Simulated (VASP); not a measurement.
A run of VASP 6.6.1 is set up as follows.

The input INCAR:

```
SYSTEM = Zn
ALGO = Normal
EDIFF = 1E-7
ENCUT = 520
GGA = PE
ISIF = 2
ISMEAR = -1
LASPH = .TRUE.
LCHARG = .FALSE.
LREAL = .FALSE.
LWAVE = .FALSE.
NBANDS = 19
NELM = 100
PREC = Accurate
SIGMA = 0.1
```

The input KPOINTS:

```
k-points
0
G
  12 12 6
  0 0 0
```

The input POSCAR:

```
Zn
1.0
    2.6700000000      0.0000000000      0.0000000000
   -1.3350000000      2.3122878300      0.0000000000
    0.0000000000      0.0000000000      4.9660000000
Zn
2
Direct
    0.3333333333      0.6666666667      0.2500000000
    0.6666666667      0.3333333333      0.7399315344
```

Potentials or basis: VASP PAW PBE potentials, release 64 (Zn).

Run with:

```sh
$ cat potpaw_PBE.64/Zn/POTCAR > POTCAR
$ mpirun -np 1 vasp_std > vasp.out
```

(1) Estimate the largest force.

(2) Estimate the band gap on the k mesh.

## Answers

(1) 0.120 eV/Å.

(2) zero (bands 12 and 13 overlap by 4.31 eV).
